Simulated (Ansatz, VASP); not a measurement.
**One calculation of KBr, two programs**

```
K Br
1.0
    -4.94517   -0.00391    0.05859
     0.09791   -0.02697   -8.26950
    -0.00678   -8.63173   -0.02795
K Br
4 4
Direct
  0.49293 0.74843 0.84158
  0.99750 0.75419 0.32707
  0.00341 0.20912 0.66529
  0.50293 0.19729 0.16299
  0.50337 0.02593 0.49820
  0.00205 0.02281 0.99884
  0.99238 0.57242 0.67202
  0.50544 0.58362 0.16733
```

Change from the starting cell: cell x2, atoms moved at random (sigma 0.05 Å) and cell strained at random (1.5 %), then relaxed without symmetry.

Alike in both runs: task relaxation of cell and atoms; functional PBE; k mesh 4 × 2 × 2; occupations gaussian, width 0.1 eV; no spin polarisation.

|  | VASP | Ansatz |
| --- | --- | --- |
| version | VASP 6.6.1 | Ansatz 0.2.0 |
| potentials or method | VASP PAW PBE potentials, release 64 (K_sv, Br), cutoff 600 eV | scalar-relativistic, plane waves, PAW |
| valence electrons in the cell | 64 | 64 |

```tsv
	VASP	Ansatz	Ansatz less VASP
gap on the k mesh at the Fermi level, each at its own relaxed structure (eV)	3.81	4.31	+0.502
relaxed volume (Å³/atom)	44.72	37.68	-7.043
relaxed cell length with the largest relative difference (Å)	8.641	8.219	-0.4224
```
